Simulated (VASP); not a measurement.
# CO2 in VASP: single point with PBE+D3(BJ)

Aim: the single point of CO2 with PBE+D3(BJ).

All numbers are computed with VASP 6.6.1; they aren't measurements. Logs are shortened: lines on timing, memory, paths and dates and some standing lists are left out, and cuts for length are marked.

## 1. The cell of the first run

The cell holds a molecule in a box, 3 atoms: a = 10.300 Å, b = 10.500 Å, c = 10.700 Å, α = 90.00°, β = 90.00°, γ = 90.00°.

## 2. Single point, PBE+D3(BJ)

Contents of INCAR:

```
PREC = Accurate
ENCUT = 1000
EDIFF = 1E-6
ISMEAR = 0
SIGMA = 0.01
LREAL = False
LASPH = True
NELM = 120
ALGO = Normal
ISIF = 2
LWAVE = False
LCHARG = False
GGA = PE
IVDW = 12
NBANDS = 15
GGA_COMPAT = False
NELMDL = -8
```

Contents of KPOINTS:

```
Automatic mesh
0
Gamma
  1 1 1
```

Contents of POSCAR:

```
CO2
1.0
   10.3000000000      0.0000000000      0.0000000000
    0.0000000000     10.5000000000      0.0000000000
    0.0000000000      0.0000000000     10.7000000000
C O
1 2
Direct
    0.5000000000      0.5000000000      0.5000000000
    0.5656153662      0.5643661335      0.5631623735
    0.4343846338      0.4356338665      0.4368376265
```

Potentials or basis: VASP PAW PBE potentials, release 64 (C_h, O_h).

On the command line:

```
$ cat potpaw_PBE.64/C_h/POTCAR potpaw_PBE.64/O_h/POTCAR > POTCAR
$ mpirun -np 1 vasp_gam > vasp.out
```

OUTCAR:

```text
PREC = Accurate
   ENCUT = 1000
   EDIFF = 1E-6
   ISMEAR = 0
   LREAL = False
   LASPH = True
   NELM = 120
   ISIF = 2
   GGA = PE
   IVDW = 12
   NELMDL = -8
 IVDW          = 12

 ion  position               nearest neighbor table
   1  0.500  0.500  0.500-   2 1.17   3 1.17
   2  0.566  0.564  0.563-   1 1.17
   3  0.434  0.436  0.437-   1 1.17

  LATTYP: Found a simple orthorhombic cell.
 ALAT       =    10.3000000000
 B/A-ratio  =     1.0194174757
 C/A-ratio  =     1.0388349515

  Lattice vectors:

 A1 = (  10.3000000000,   0.0000000000,   0.0000000000)
 A2 = (   0.0000000000,  10.5000000000,   0.0000000000)
 A3 = (   0.0000000000,   0.0000000000,  10.7000000000)

Analysis of symmetry for initial positions (statically):
=====================================================================
 Subroutine PRICEL returns:
 Original cell was already a primitive cell.

 Routine SETGRP: Setting up the symmetry group for a
 simple orthorhombic supercell.

 Subroutine GETGRP returns: Found  2 space group operations
 (whereof  2 operations were pure point group operations)
 out of a pool of  8 trial point group operations.

The static configuration has the point symmetry S_2 .

Analysis of symmetry for dynamics (positions and initial velocities):
=====================================================================
 Subroutine PRICEL returns:
 Original cell was already a primitive cell.

 Routine SETGRP: Setting up the symmetry group for a
 simple orthorhombic supercell.

 Subroutine GETGRP returns: Found  2 space group operations
 (whereof  2 operations were pure point group operations)
 out of a pool of  8 trial point group operations.

The dynamic configuration has the point symmetry S_2 .

 Subroutine INISYM returns: Found  2 space group operations
 (whereof  2 operations are pure point group operations),
 and found     1 'primitive' translations

----------------------------------------------------------------------------------------

                                     Primitive cell

  volume of cell :    1157.2050

  direct lattice vectors                    reciprocal lattice vectors
    10.300000000  0.000000000  0.000000000     0.097087379  0.000000000  0.000000000
     0.000000000 10.500000000  0.000000000     0.000000000  0.095238095  0.000000000
     0.000000000  0.000000000 10.700000000     0.000000000  0.000000000  0.093457944

  length of vectors
    10.300000000 10.500000000 10.700000000     0.097087379  0.095238095  0.093457944

  position of ions in fractional coordinates (direct lattice)
     0.500000000  0.500000000  0.500000000
     0.565615366  0.564366134  0.563162373
     0.434384634  0.435633866  0.436837627

  ion indices of the primitive-cell ions
   primitive index   ion index
                 1           1
                 2           2
                 3           3

----------------------------------------------------------------------------------------

 KPOINTS: Automatic mesh

Automatic generation of k-mesh.
 Grid dimensions read from file:
 generate k-points for:    1    1    1

 Generating k-lattice:

  Cartesian coordinates                     Fractional coordinates (reciprocal lattice)
     0.097087379  0.000000000  0.000000000     1.000000000  0.000000000  0.000000000
     0.000000000  0.095238095  0.000000000     0.000000000  1.000000000  0.000000000
     0.000000000  0.000000000  0.093457944     0.000000000  0.000000000  1.000000000

  Length of vectors
     0.097087379  0.095238095  0.093457944

  Shift w.r.t. Gamma in fractional coordinates (k-lattice)
     0.000000000  0.000000000  0.000000000

 Subroutine IBZKPT returns following result:
 ===========================================

 Found      1 irreducible k-points:

 Following reciprocal coordinates:
            Coordinates               Weight
  0.000000  0.000000  0.000000      1.000000
   k-points           NKPTS =      1   k-points in BZ     NKDIM =      1   number of bands    NBANDS=     15
   number of dos      NEDOS =    301   number of ions     NIONS =      3
   total plane-waves  NPLWV = ******
   dimension x,y,z NGX =   108 NGY =  108 NGZ =  112
   dimension x,y,z NGXF=   216 NGYF=  216 NGZF=  224
   ions per type =               1   2
   NGX,Y,Z   is equivalent  to a cutoff of  17.43, 17.10, 17.40 a.u.
   NGXF,Y,Z  is equivalent  to a cutoff of  34.86, 34.20, 34.80 a.u.
 SYSTEM =  unknown system
   PREC   = accura    normal or accurate (medium, high low for compatibility)
   ISTART =      0    job   : 0-new  1-cont  2-samecut
   ICHARG =      2    charge: 1-file 2-atom 10-const
   ISPIN  =      1    spin polarized calculation?
   LNONCOLLINEAR =      F non collinear calculations
   LSORBIT =      F    spin-orbit coupling
   LASPH  =      T    aspherical Exc in radial PAW
   ENCUT  = 1000.0 eV  73.50 Ry    8.57 a.u.  26.56 27.07 27.59*2*pi/ulx,y,z
   NELM   =    120;   NELMIN=  2; NELMDL= -8     # of ELM steps
   EDIFF  = 0.1E-05   stopping-criterion for ELM
   LREAL  =      F    real-space projection
   EDIFFG = 0.1E-04   stopping-criterion for IOM
   NSW    =      0    number of steps for IOM
   IBRION =     -1    ionic relax: 0-MD 1-quasi-New 2-CG
   NFREE  =      0    steps in history (QN), initial steepest desc. (CG)
   ISIF   =      2    stress and relaxation
   ISYM   =      2    0-nonsym 1-usesym 2-fastsym
   POTIM  = 0.5000    time-step for ionic-motion
   TEBEG  =    0.0;   TEEND  =   0.0 temperature during run
   PSTRESS=    0.0 pullay stress
   NELECT =      16.0000    total number of electrons
   NUPDOWN=      -1.0000    fix difference up-down
   EMIN   =  10.00;   EMAX   =-10.00  energy-range for DOS
   EFERMI =   0.00;   METHOD = LEGACY
   ISMEAR =     0;   SIGMA  =   0.01  broadening in eV -4-tet -1-fermi 0-gaus
   EFERMI_NEDOS =   21; number of points for ismear=-14 and -15
   IALGO  =     38    algorithm
   IMIX   =      4    mixing-type and parameters
     AMIX     =   0.40;   BMIX     =  1.00
     AMIX_MAG =   1.60;   BMIX_MAG =  1.00
  volume/ion in A,a.u.               =     385.73      2603.07
  Fermi-wavevector in a.u.,A,eV,Ry     =   0.392927  0.742524  2.100621  0.154391
  Thomas-Fermi vector in A             =   1.336625
   LORBIT       =      0    0 simple, 1 ext, 2 COOP (PROOUT), +10 PAW based schemes
   GGA     = PE    functional components
   LHFCALC =     F    Hartree Fock is set to
   AEXX    =    0.0000 exact exchange contribution
   IVDW    =    12    specifies the selected vdW correction
   LEPSILON=     F    determine dielectric tensor
   LRPA    =     F    only Hartree local field effects (RPA)
 non-spin polarized calculation
 Gauss-broadening in eV      SIGMA  =   0.01
  energy-cutoff  :     1000.00
  volume of cell :     1157.20
 maximum number of plane-waves:     41533
 NGX is ok and might be reduce to   108
   NGX = 53   NGY = 55   NGZ = 55

 number of electron      15.9999999 magnetization

 Free energy of the ion-electron system (eV)
  ---------------------------------------------------
  ext. energy  EPLUGINS =         0.00000000
  ---------------------------------------------------
  free energy    TOTEN  =       -23.23257315 eV

  energy without entropy =      -23.23257315  energy(sigma->0) =      -23.23257315

 E-fermi :  -8.7810     XC(G=0):  -0.6353

 val. band max:       -8.8539580824   @ k =   0.0000   0.0000   0.0000
 cond. band min:      -0.8391786992   @ k =   0.0000   0.0000   0.0000
 fundamental gap:      8.0147793832
 Fermi energy:        -8.7810013671

 k-point     1 :       0.0000    0.0000    0.0000
  band No.  band energies     occupation
      1     -28.9091      2.00000
      2     -27.9032      2.00000
      3     -13.6197      2.00000
      4     -12.4597      2.00000
      5     -12.4493      2.00000
      6     -12.4493      2.00000
      7      -8.8540      2.00000
      8      -8.8540      2.00000
      9      -0.8392      0.00000
     10      -0.2651      0.00000
     11      -0.2649      0.00000
     12       0.5861      0.00000
     13       1.0429      0.00000
     14       1.0881      0.00000
     15       1.1515      0.00000

------------------------ aborting loop because EDIFF is reached ----------------------------------------

 Edisp (eV)   -0.02580

 E8    (eV) :    -0.0077

  FORCE on cell =-STRESS in cart. coord.  units (eV):
  Direction    XX          YY          ZZ          XY          YZ          ZX
  --------------------------------------------------------------------------------------
  -------------------------------------------------------------------------------------
  Total      -0.00662    -0.00624    -0.00630     0.00660     0.00646     0.00615
  in kB      -0.00916    -0.00863    -0.00872     0.00913     0.00894     0.00851
  external pressure =       -0.01 kB  Pullay stress =        0.00 kB

 VOLUME and BASIS-vectors are now :
 -----------------------------------------------------------------------------
  energy-cutoff  :     1000.00
  volume of cell :     1157.20
      direct lattice vectors                 reciprocal lattice vectors
    10.300000000  0.000000000  0.000000000     0.097087379  0.000000000  0.000000000
     0.000000000 10.500000000  0.000000000     0.000000000  0.095238095  0.000000000
     0.000000000  0.000000000 10.700000000     0.000000000  0.000000000  0.093457944

 POSITION                                       TOTAL-FORCE (eV/Angst)
 -----------------------------------------------------------------------------------
      5.15000      5.25000      5.35000         0.000000      0.000000      0.000000
      5.82584      5.92584      6.02584         0.006259      0.005949      0.006052
      4.47416      4.57416      4.67416        -0.006259     -0.005949     -0.006052
 -----------------------------------------------------------------------------------
    total drift:                               -0.000000      0.000000      0.000000

  FREE ENERGIE OF THE ION-ELECTRON SYSTEM (eV)
  ---------------------------------------------------
  free  energy   TOTEN  =       -23.2583698115 eV

  energy  without entropy=      -23.2583698115  energy(sigma->0) =      -23.25836981
```

Run time: 3.1 min. Hardware: 1 thread of Intel Xeon Platinum 8488C (Sapphire Rapids), shared host; peak memory 1.7 GiB.

What came out:

* Free energy: -23.2584 eV
* Largest force: 0.011 eV/Å
* Gap between the frontier levels: 8.01 eV
* Dispersion energy per atom: -0.009 eV

Forces in eV/Å, atoms in the order of the input:
```
C    0.000  0.000  0.000
O    0.006  0.006  0.006
O   -0.006 -0.006 -0.006
```

Levels at points of the mesh, in eV from the valence-band top:
```
           k point  band 5  band 6  band 7  band 8  band 9  band 10  band 11  band 12
(0.00, 0.00, 0.00)   -3.60   -3.60    0.00    0.00    8.01     8.59     8.59     9.44
```
